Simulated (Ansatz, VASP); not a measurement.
# Si3N4 in VASP and in Ansatz

```
CELL_PARAMETERS angstrom
7.45355 0.00000 0.00000
-3.72678 6.45496 0.00000
0.00000 0.00000 2.93192
ATOMIC_POSITIONS crystal
Si 0.23228 0.82739 0.75000
Si 0.40489 0.23228 0.25000
Si 0.82739 0.59511 0.25000
Si 0.17261 0.40489 0.75000
Si 0.59511 0.76772 0.75000
Si 0.76772 0.17261 0.25000
N 0.33333 0.66667 0.75000
N 0.66667 0.33333 0.25000
N 0.96864 0.67022 0.75000
N 0.29842 0.96864 0.25000
N 0.67022 0.70158 0.25000
N 0.32978 0.29842 0.75000
N 0.03136 0.32978 0.25000
N 0.70158 0.03136 0.75000
```

Change from the starting cell: epitaxial_xy strain -2.0%.

Alike in both runs: task single point; functional PBE; k mesh 6 × 6 × 8; occupations fermi-dirac, width 0.02 eV; no spin polarisation.

|  | VASP | Ansatz |
| --- | --- | --- |
| version | VASP 6.6.1 | Ansatz 0.2.0 |
| potentials or method | VASP PAW PBE potentials, release 64 (Si, N) | plane waves, PAW |
| plane-wave cutoff (eV) | 520 | 420 |
| valence electrons in the cell | 64 | 64 |

VASP gave:

```
gap on the k mesh at the Fermi level (eV)                     : 3.99
pressure (GPa)                                                : 13.6
traceless stress, the component that is largest in VASP (GPa) : -7.62
rms of the force components (eV/Å)                            : 0.030
```

Which values does Ansatz return?

gap on the k mesh at the Fermi level (eV): 4.00; pressure (GPa): 13.8; traceless stress, the component that is largest in VASP (GPa): -7.52; rms of the force components (eV/Å): 0.031.

Atom by atom the forces differ by 0.002 eV/Å (rms over components).
